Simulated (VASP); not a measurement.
Here is a VASP 6.6.1 calculation.

The input INCAR:

```
SYSTEM = HC18N
  PREC = Accurate
  ENCUT = 520
  EDIFF = 1E-6
  ISMEAR = -1
  SIGMA = 0.02
  LREAL = Auto
  LASPH = .TRUE.
  NELM = 80
  ALGO = Normal
  ISIF = 2
  LWAVE = .FALSE.
  LCHARG = .FALSE.
  GGA = PE
  NBANDS = 55
```

File KPOINTS:

```
regular mesh
0
G
  2 2 1
  0 0 0
```

POSCAR

```
HC18N
1.0
    7.3980000000      0.0000000000      0.0000000000
   -3.6990000000      6.4068560000      0.0000000000
    0.0000000000      0.0000000000     13.0000000000
C N H
18 1 1
Direct
    0.0038774155     -0.0001248662      0.0731741538
    0.2258936325      0.1106299252      0.0702580769
    0.0046551030      0.3327113954      0.0680920000
    0.2255420482      0.4445036692      0.0694810769
    0.0025786269      0.6644002924      0.0714884615
    0.2248423132      0.7750739208      0.0740804615
    0.3344013080     -0.0026729179      0.0740626154
    0.5547259009      0.1078919208      0.0805586923
    0.3369703902      0.3327658683      0.0700179231
    0.5585621791      0.4459251152      0.0705509231
    0.3325930738      0.6636251853      0.0780813077
    0.5551574512      0.7685136048      0.1017199231
    0.6767972882      0.0055478069      0.1018080769
    0.8972984577      0.1123065666      0.0744264615
    0.6711647241      0.3352916001      0.0756740769
    0.8953150016      0.4449260292      0.0716329231
    0.6723332121      0.6644980003      0.0765960000
    0.8912815913      0.7756818633      0.0743309231
    0.6234051455      0.8897824456      0.1969043077
    0.6058399533      1.2362330291      0.1614206154
```

Potentials or basis: VASP PAW PBE potentials, release 64 (C, N, H).

Launch:

```console
$ cat potpaw_PBE.64/C/POTCAR potpaw_PBE.64/N/POTCAR potpaw_PBE.64/H/POTCAR > POTCAR
$ mpirun -np 1 vasp_std > vasp.out
```

(1) What does it give for the band gap on the k mesh?

(2) Estimate the largest force.

## Answers

(1) 0.07 eV (least direct gap 0.11 eV).

(2) 0.163 eV/Å.

Caveat: the k points lie up to 0.49 Å⁻¹ apart; there is no dipole correction, which matters where the two faces differ.
